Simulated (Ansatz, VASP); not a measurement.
Sc: VASP beside Ansatz

```
CELL_PARAMETERS angstrom
3.25219 0.00000 0.00000
-1.62609 2.81648 0.00000
0.00000 0.00000 5.06325
ATOMIC_POSITIONS crystal
Sc 0.33333 0.66667 0.25000
Sc 0.66667 0.33333 0.75000
```

Change from the starting cell: volume scaled by 0.9405.

Alike in both runs: task single point; functional PBE; k mesh 15 × 15 × 8; occupations fermi-dirac, width 0.05 eV; no spin polarisation.

|  | VASP | Ansatz |
| --- | --- | --- |
| version | VASP 6.6.1 | Ansatz 0.2.0 |
| potentials or method | VASP PAW PBE potentials, release 64 (Sc_sv), cutoff 520 eV | all-electron LAPW, scalar-relativistic |

```csv
,VASP,Ansatz,Ansatz less VASP
pressure (GPa),3.7,3.7,-0.04
"traceless stress, the component that is largest in VASP (GPa)",-0.16,-0.17,-0.006
```

Ansatz ran all-electron here, and VASP with PAW potentials.
